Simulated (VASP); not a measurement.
Wanted: the native input for a VASP 6.6.1 run.

| Item | Value |
| --- | --- |
| Task | single point |
| Functional | LDA |
| Potentials or basis | VASP PAW LDA potentials, release 64 (Na_pv) |
| Cutoff | 520 eV |
| k mesh | 12 × 12 × 12 |
| Occupations | fermi-dirac, width 0.05 eV |
| Spin | no spin polarisation |
| Dipole correction | no |
| Further INCAR settings | ALGO = Normal; EDIFF = 1e-06; NBANDS = 10 |

The structure of Na lies in POSCAR:

```
Na
1.0
    2.6138799412      0.0000000000      0.0000000000
    0.0000000000      2.6138799412      0.0000000000
    0.0000000000      0.0000000000      2.6138799412
Na
1
Direct
    0.0000000000      0.0000000000      0.0000000000
```

This cell differs from its parent crystal: volume scaled by 0.5.

One way to write it, as run:

INCAR

```
PREC = Accurate
ENCUT = 520
EDIFF = 1E-6
ISMEAR = -1
SIGMA = 0.05
LREAL = False
LASPH = True
NELM = 100
ALGO = Normal
ISIF = 2
LWAVE = False
LCHARG = False
NBANDS = 10
```

KPOINTS

```
Automatic mesh
0
Gamma
  12 12 12
```

Potentials or basis: VASP PAW LDA potentials, release 64 (Na_pv).

Launch:

```console
$ cat potpaw_LDA.64/Na_pv/POTCAR > POTCAR
$ mpirun -np 1 vasp_std > vasp.out
```

It gave:

- Pressure: 18.5 GPa

Run time: 3.3 s on 1 thread of Intel(R) Xeon(R) 6975P-C (Granite Rapids), with other jobs on the host, peak memory 0.12 GiB.
